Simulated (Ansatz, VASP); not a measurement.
## AlN in VASP and in Ansatz

File INCAR:

```
PREC     = Accurate       # precision mode
ENCUT    = 520            # plane-wave cutoff, eV
EDIFF    = 1E-6           # SCF threshold, eV
ISMEAR   = -1             # smearing method
SIGMA    = 0.02           # smearing width, eV
LREAL    = F              # projectors in reciprocal space
LASPH    = T              # aspherical terms in the spheres
NELM     = 100            # most SCF steps
ALGO     = Normal         # electronic algorithm
ISIF     = 2              # what is computed and relaxed
LWAVE    = F              # write WAVECAR
LCHARG   = F              # write CHGCAR
GGA      = PS             # functional
NBANDS   = 16             # bands
```

The input KPOINTS:

```
regular mesh
0
Gamma
  11 11 6
```

Contents of POSCAR:

```
AlN
1.0
    3.1110021516      0.0000000000      0.0000000000
   -1.5555010758      2.6942068945      0.0000000000
    0.0000000000      0.0000000000      5.1273400000
Al N
2 2
Direct
    0.3333333333      0.6666666667      0.0000000000
    0.6666666667      0.3333333333      0.5000000000
    0.3333333333      0.6666666667      0.3850000000
    0.6666666667      0.3333333333      0.8850000000
```

Input for Ansatz:

```yaml
crystal:
  lattice:
    - [3.1110021516, 0.0, 0.0]
    - [-1.5555010758, 2.6942068945, 0.0]
    - [0.0, 0.0, 5.12734]
  atoms:
    - { symbol: Al, position: [0.3333333333, 0.6666666667, 0.0] }
    - { symbol: Al, position: [0.6666666667, 0.3333333333, 0.5] }
    - { symbol: "N", position: [0.3333333333, 0.6666666667, 0.385] }
    - { symbol: "N", position: [0.6666666667, 0.3333333333, 0.885] }
kpoints:
  mp_grid: { grid: [11, 11, 6] }
  band_path:
    path:
      - [0.0, 0.0, 0.0]
      - [0.5, 0.0, 0.0]
      - [0.3333333333, 0.3333333333, 0.0]
      - [0.0, 0.0, 0.0]
      - [0.0, 0.0, 0.5]
      - [0.5, 0.0, 0.5]
      - [0.3333333333, 0.3333333333, 0.5]
      - [0.0, 0.0, 0.5]
      - [0.5, 0.0, 0.5]
    npoints: 5
scf:
  occupations: { method: fermi_dirac, width: 0.02 }
hamiltonian:
  xc: pbesol
  pseudopotentials: { kind: all_electron, lapw: { basis_error: 0.001 } }
output:
  forces: true
  stress: true
  eigenvalues: true
```

Change from the starting cell: zz strain of +3 %.

Alike in both runs: task single point; functional PBEsol; k mesh 11 × 11 × 6; occupations fermi-dirac, width 0.02 eV; no spin polarisation.

```csv
,VASP,Ansatz
version,VASP 6.6.1,Ansatz 0.2.0
potentials or method,"VASP PAW PBE potentials, release 64 (Al, N), cutoff 520 eV","all-electron LAPW, scalar-relativistic"
```

```csv
,VASP,Ansatz,Ansatz less VASP
gap on the k mesh at the Fermi level (eV),3.89,3.89,-0.006
pressure (GPa),-4.6,-4.6,-0.03
"traceless stress, the component that is largest in VASP (GPa)",-7.74,-7.62,+0.122
rms of the force components (eV/Å),0.244,0.241,-0.0034
```

VASP's potentials were made for PBE, not for PBEsol. Atom by atom the forces differ by 0.003 eV/Å (rms over components). Ansatz ran all-electron here, and VASP with PAW potentials.
